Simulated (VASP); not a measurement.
# W (Im-3m) in VASP: a series of runs, part 3 of 4

VASP 6.6.1. The steps go on from the part before.

## 4. Density of states, PBE

POSCAR reads:

```
W
1.0
   -1.5823450000      1.5823450000      1.5823450000
    1.5823450000     -1.5823450000      1.5823450000
    1.5823450000      1.5823450000     -1.5823450000
W
1
Direct
    0.0000000000      0.0000000000      0.0000000000
```

INCAR.step1 reads:

```
PREC = Accurate ; ENCUT = 520
EDIFF = 1E-6 ; ISMEAR = -1
SIGMA = 0.05 ; LREAL = F
LASPH = T ; NELM = 60
ALGO = Normal ; ISIF = 2
LWAVE = F ; LCHARG = T
LMAXMIX = 4 ; GGA = PE
NBANDS = 13
```

KPOINTS.step1 reads:

```
regular mesh
0
Gamma
  7 7 7
```

INCAR.step2 reads:

```
PREC = Accurate ; ENCUT = 520
EDIFF = 1E-6 ; ISMEAR = -5
SIGMA = 0.05 ; LREAL = F
LASPH = T ; NELM = 60
ALGO = Normal ; ISIF = 2
LWAVE = F ; LCHARG = F
LMAXMIX = 4 ; GGA = PE
LORBIT = 11 ; NEDOS = 2001
ICHARG = 11
```

KPOINTS.step2 reads:

```
regular mesh
0
Gamma
  11 11 11
```

Potentials or basis: VASP PAW PBE potentials, release 64 (W_sv).

Command:

```sh
> cat potpaw_PBE.64/W_sv/POTCAR > POTCAR
> cp INCAR.step1 INCAR
> cp KPOINTS.step1 KPOINTS
> mpirun -np 1 vasp_std > vasp.out
> cp INCAR.step2 INCAR
> cp KPOINTS.step2 KPOINTS
> mpirun -np 1 vasp_std > vasp.out
```

OUTCAR:

```text
PREC = Accurate
   ENCUT = 520
   EDIFF = 1E-6
   ISMEAR = -5
   LREAL = F
   LASPH = T
   NELM = 60
   ISIF = 2
   GGA = PE
   LORBIT = 11
   ICHARG = 11

 ion  position               nearest neighbor table
   1  0.000  0.000  0.000-

  LATTYP: Found a body centered cubic cell.
 ALAT       =     3.1646900000

  Lattice vectors:

 A1 = (  -1.5823450000,   1.5823450000,   1.5823450000)
 A2 = (   1.5823450000,  -1.5823450000,   1.5823450000)
 A3 = (   1.5823450000,   1.5823450000,  -1.5823450000)

Analysis of symmetry for initial positions (statically):
=====================================================================
 Subroutine PRICEL returns:
 Original cell was already a primitive cell.

 Routine SETGRP: Setting up the symmetry group for a
 body centered cubic supercell.

 Subroutine GETGRP returns: Found 48 space group operations
 (whereof 48 operations were pure point group operations)
 out of a pool of 48 trial point group operations.

The static configuration has the point symmetry O_h .

Analysis of symmetry for dynamics (positions and initial velocities):
=====================================================================
 Subroutine PRICEL returns:
 Original cell was already a primitive cell.

 Routine SETGRP: Setting up the symmetry group for a
 body centered cubic supercell.

 Subroutine GETGRP returns: Found 48 space group operations
 (whereof 48 operations were pure point group operations)
 out of a pool of 48 trial point group operations.

The dynamic configuration has the point symmetry O_h .

 Subroutine INISYM returns: Found 48 space group operations
 (whereof 48 operations are pure point group operations),
 and found     1 'primitive' translations

----------------------------------------------------------------------------------------

                                     Primitive cell

  volume of cell :      15.8476

  direct lattice vectors                    reciprocal lattice vectors
    -1.582345000  1.582345000  1.582345000     0.000000000  0.315986716  0.315986716
     1.582345000 -1.582345000  1.582345000     0.315986716  0.000000000  0.315986716
     1.582345000  1.582345000 -1.582345000     0.315986716  0.315986716  0.000000000

  length of vectors
     2.740701935  2.740701935  2.740701935     0.446872699  0.446872699  0.446872699

  position of ions in fractional coordinates (direct lattice)
     0.000000000  0.000000000  0.000000000

  ion indices of the primitive-cell ions
   primitive index   ion index
                 1           1

----------------------------------------------------------------------------------------

 KPOINTS: regular mesh

Automatic generation of k-mesh.
 Grid dimensions read from file:
 generate k-points for:   11   11   11

 Generating k-lattice:

  Cartesian coordinates                     Fractional coordinates (reciprocal lattice)
     0.000000000  0.028726065  0.028726065     0.090909091  0.000000000  0.000000000
     0.028726065  0.000000000  0.028726065     0.000000000  0.090909091  0.000000000
     0.028726065  0.028726065  0.000000000     0.000000000  0.000000000  0.090909091

  Length of vectors
     0.040624791  0.040624791  0.040624791

  Shift w.r.t. Gamma in fractional coordinates (k-lattice)
     0.000000000  0.000000000  0.000000000

 TETIRR: Found   1471 inequivalent tetrahedra from     7986

 Subroutine IBZKPT returns following result:
 ===========================================

 Found     56 irreducible k-points:

 Following reciprocal coordinates:
            Coordinates               Weight
  0.000000  0.000000  0.000000      1.000000
  0.090909  0.000000  0.000000     12.000000
  0.181818  0.000000  0.000000     12.000000
  0.272727  0.000000  0.000000     12.000000
  0.363636  0.000000  0.000000     12.000000
  0.454545  0.000000  0.000000     12.000000
[... 16 lines left out ...]
  0.272727  0.181818  0.090909     48.000000
  0.363636  0.181818  0.090909     24.000000
 [... further k-points ...]
   k-points           NKPTS =     56   k-points in BZ     NKDIM =     56   number of bands    NBANDS=     11
   number of dos      NEDOS =   2001   number of ions     NIONS =      1
   total plane-waves  NPLWV =   8000
   dimension x,y,z NGX =    20 NGY =   20 NGZ =   20
   dimension x,y,z NGXF=    40 NGYF=   40 NGZF=   40
   ions per type =               1
   NGX,Y,Z   is equivalent  to a cutoff of  12.13, 12.13, 12.13 a.u.
   NGXF,Y,Z  is equivalent  to a cutoff of  24.26, 24.26, 24.26 a.u.
 SYSTEM =  unknown system
   PREC   = accura    normal or accurate (medium, high low for compatibility)
   ISTART =      0    job   : 0-new  1-cont  2-samecut
   ICHARG =     11    charge: 1-file 2-atom 10-const
   ISPIN  =      1    spin polarized calculation?
   LNONCOLLINEAR =      F non collinear calculations
   LSORBIT =      F    spin-orbit coupling
   LASPH  =      T    aspherical Exc in radial PAW
   ENCUT  =  520.0 eV  38.22 Ry    6.18 a.u.   5.10  5.10  5.10*2*pi/ulx,y,z
   NELM   =     60;   NELMIN=  2; NELMDL=  0     # of ELM steps
   EDIFF  = 0.1E-05   stopping-criterion for ELM
   LREAL  =      F    real-space projection
   EDIFFG = 0.1E-04   stopping-criterion for IOM
   NSW    =      0    number of steps for IOM
   IBRION =     -1    ionic relax: 0-MD 1-quasi-New 2-CG
   NFREE  =      0    steps in history (QN), initial steepest desc. (CG)
   ISIF   =      2    stress and relaxation
   ISYM   =      2    0-nonsym 1-usesym 2-fastsym
   POTIM  = 0.5000    time-step for ionic-motion
   TEBEG  =    0.0;   TEEND  =   0.0 temperature during run
   PSTRESS=    0.0 pullay stress
   NELECT =      14.0000    total number of electrons
   NUPDOWN=      -1.0000    fix difference up-down
   EMIN   =  10.00;   EMAX   =-10.00  energy-range for DOS
   EFERMI =   0.00;   METHOD = LEGACY
   ISMEAR =    -5;   SIGMA  =   0.05  broadening in eV -4-tet -1-fermi 0-gaus
   EFERMI_NEDOS =   21; number of points for ismear=-14 and -15
   IALGO  =     38    algorithm
   IMIX   =      4    mixing-type and parameters
     AMIX     =   0.40;   BMIX     =  1.00
     AMIX_MAG =   1.60;   BMIX_MAG =  1.00
  volume/ion in A,a.u.               =      15.85       106.94
  Fermi-wavevector in a.u.,A,eV,Ry     =   1.570832  2.968442 33.572544  2.467512
  Thomas-Fermi vector in A             =   2.672506
   LORBIT       =     11    0 simple, 1 ext, 2 COOP (PROOUT), +10 PAW based schemes
   GGA     = PE    functional components
   LHFCALC =     F    Hartree Fock is set to
   AEXX    =    0.0000 exact exchange contribution
   IVDW    =     0    specifies the selected vdW correction
   LEPSILON=     F    determine dielectric tensor
   LRPA    =     F    only Hartree local field effects (RPA)
 non-spin polarized calculation
 Fermi weights with tetrahedron method with Bloechl corrections
  energy-cutoff  :      520.00
  volume of cell :       15.85
 maximum number of plane-waves:       438

 number of electron      14.0000004 magnetization

 Free energy of the ion-electron system (eV)
  ---------------------------------------------------
  ext. energy  EPLUGINS =         0.00000000
  ---------------------------------------------------
  free energy    TOTEN  =       -12.94441968 eV

  energy without entropy =      -12.94441968  energy(sigma->0) =      -12.94441968

 E-fermi :  11.4854     XC(G=0): -13.6432

 val. band max:       11.8065671111   @ k =   0.4545   0.0000   0.0000
 cond. band min:      11.4203251775   @ k =   0.0909   0.0909   0.0000
 fundamental gap:     -0.3862419336
 Fermi energy:        11.4853787161

 k-point     1 :       0.0000    0.0000    0.0000
  band No.  band energies     occupation
      1     -62.7371      2.00000
      2     -26.2991      2.00000
      3     -26.2991      2.00000
      4     -26.2991      2.00000
      5       1.8088      2.00000
      6      10.2153      2.00000
      7      10.2153      2.00000
      8      10.2153      2.00000
      9      13.7091      0.00000
     10      13.7091      0.00000
     11      25.9659      0.00000
[... 309 lines left out ...]
 k-point    24 :       0.3636    0.1818    0.0909
  band No.  band energies     occupation
      1     -62.5963      2.00000
      2     -27.3627      2.00000
      3     -26.8872      2.00000
      4     -26.5108      2.00000
      5       6.7925      2.00000
      6       7.9589      2.00000
      7      10.0505      2.00000
      8      14.1298      0.00000
      9      14.6836      0.00000
     10      19.9808      0.00000
     11      20.5109      0.00000

 [... further k-points ...]
[... 5 lines left out ...]
  --------------------------------------------------------------------------------------
  -------------------------------------------------------------------------------------
  Total        0.5956037      0.5956037      0.5956037      0.0000000     -0.0000000     -0.0000000
  in kB       60.2149695     60.2149695     60.2149695      0.0000000     -0.0000000     -0.0000000
  external PRESSURE =      60.2149695 kB  Pullay stress =       0.0000000 kB

 VOLUME and BASIS-vectors are now :
 -----------------------------------------------------------------------------
  energy-cutoff  :      520.00
  volume of cell :       15.85
      direct lattice vectors                 reciprocal lattice vectors
    -1.582345000  1.582345000  1.582345000     0.000000000  0.315986716  0.315986716
     1.582345000 -1.582345000  1.582345000     0.315986716  0.000000000  0.315986716
     1.582345000  1.582345000 -1.582345000     0.315986716  0.315986716  0.000000000

 POSITION                                       TOTAL-FORCE (eV/Angst)
 -----------------------------------------------------------------------------------
      0.00000      0.00000      0.00000         0.000000      0.000000      0.000000
 -----------------------------------------------------------------------------------
    total drift:                               -0.000000     -0.000000      0.000000

  FREE ENERGIE OF THE ION-ELECTRON SYSTEM (eV)
  ---------------------------------------------------
  free  energy   TOTEN  =       -12.9444196794 eV

  energy  without entropy=      -12.9444196794  energy(sigma->0) =      -12.94441968

 total charge

# of ion       s       p       d       tot
------------------------------------------
    1        2.402   6.351   3.340  12.093
```

OUTCAR.step1:

```text
PREC = Accurate
   ENCUT = 520
   EDIFF = 1E-6
   ISMEAR = -1
   LREAL = F
[... 528 lines left out ...]

 POSITION                                       TOTAL-FORCE (eV/Angst)
 -----------------------------------------------------------------------------------
      0.00000      0.00000      0.00000         0.000000     -0.000000     -0.000000
 -----------------------------------------------------------------------------------
    total drift:                                0.000000     -0.000000      0.000000

  FREE ENERGIE OF THE ION-ELECTRON SYSTEM (eV)
  ---------------------------------------------------
  free  energy   TOTEN  =       -12.8831046007 eV

  energy  without entropy=      -12.8735005668  energy(sigma->0) =      -12.87830258
```

OSZICAR.step1:

```text
N       E                     dE             d eps       ncg     rms          rms(c)
DAV:   1     0.840040481845E+02    0.84004E+02   -0.75142E+03   520   0.124E+03
DAV:   2    -0.116542844629E+02   -0.95658E+02   -0.90905E+02   585   0.312E+02
DAV:   3    -0.134919571255E+02   -0.18377E+01   -0.18288E+01   575   0.413E+01
DAV:   4    -0.134996785162E+02   -0.77214E-02   -0.77213E-02   610   0.302E+00
DAV:   5    -0.134997427420E+02   -0.64226E-04   -0.64226E-04   570   0.259E-01    0.209E+01
DAV:   6    -0.130188312614E+02    0.48091E+00   -0.39784E-01   525   0.849E+00    0.843E+00
DAV:   7    -0.128873172754E+02    0.13151E+00   -0.21844E-01   560   0.597E+00    0.656E-01
DAV:   8    -0.128831303524E+02    0.41869E-02   -0.42214E-03   545   0.846E-01    0.812E-02
DAV:   9    -0.128831090597E+02    0.21293E-04   -0.94973E-05   580   0.120E-01    0.443E-02
DAV:  10    -0.128831037479E+02    0.53118E-05   -0.11187E-05   535   0.464E-02    0.879E-03
DAV:  11    -0.128831046007E+02   -0.85281E-06   -0.21697E-07   355   0.567E-03
   1 F= -.12883105E+02 E0= -.12878303E+02  d E =-.960403E-02
```

Run time: 5.1 s. Hardware: 1 thread of Intel Xeon 6975P-C (Granite Rapids), shared host; peak memory 0.12 GiB.

What came out:

```yaml
Valence_electrons_inside_the_program's_atomic_spheres: W 12.09
```

Levels at points of the mesh, in eV from the Fermi level:
| k point | band 4 | band 5 | band 6 | band 7 | band 8 | band 9 | band 10 | band 11 |
| --- | --- | --- | --- | --- | --- | --- | --- | --- |
| (0.00, 0.00, 0.00) | -37.78 | -9.68 | -1.27 | -1.27 | -1.27 | 2.22 | 2.22 | 14.48 |

Caveat: the k points lie up to 0.40 Å⁻¹ apart; spin-orbit coupling is left out, which moves the levels of the heavy elements; tetrahedron occupations give inexact forces and stress in metals.

[end of part 3 of 4]
